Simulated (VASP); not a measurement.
Input of a VASP 6.6.1 run:

Contents of INCAR:

```
SYSTEM = ZnS
PREC = Accurate
ENCUT = 600
EDIFF = 1E-6
ISMEAR = 0
SIGMA = 0.02
LREAL = .False.
LASPH = .True.
NELM = 60
ALGO = Normal
ISIF = 3
LWAVE = .False.
LCHARG = .False.
GGA = PE
IBRION = 2
NSW = 100
EDIFFG = -0.002
```

KPOINTS

```
Automatic mesh
0
Gamma
  10 10 10
  0 0 0
```

POSCAR

```
ZnS
1.0
    0.0000000000      2.6936828800      2.6936828800
    2.6936828800      0.0000000000      2.6936828800
    2.6936828800      2.6936828800      0.0000000000
Zn S
1 1
Direct
    0.0000000000      0.0000000000      0.0000000000
    0.7500000000      0.7500000000      0.7500000000
```

Potentials or basis: VASP PAW PBE potentials, release 64 (Zn, S).

The run is started by

```console
$ cat potpaw_PBE.64/Zn/POTCAR potpaw_PBE.64/S/POTCAR > POTCAR
$ mpirun -np 1 vasp_std > vasp.out
```

(1) Estimate the band gap on the k mesh.

(2) Estimate the space group after relaxing (to 0.05 Å).

(3) What does it give for the relaxed volume?

Answers

(1) 2.01 eV, direct.

(2) F-43m (No. 216).

(3) 20.21 Å³/atom.
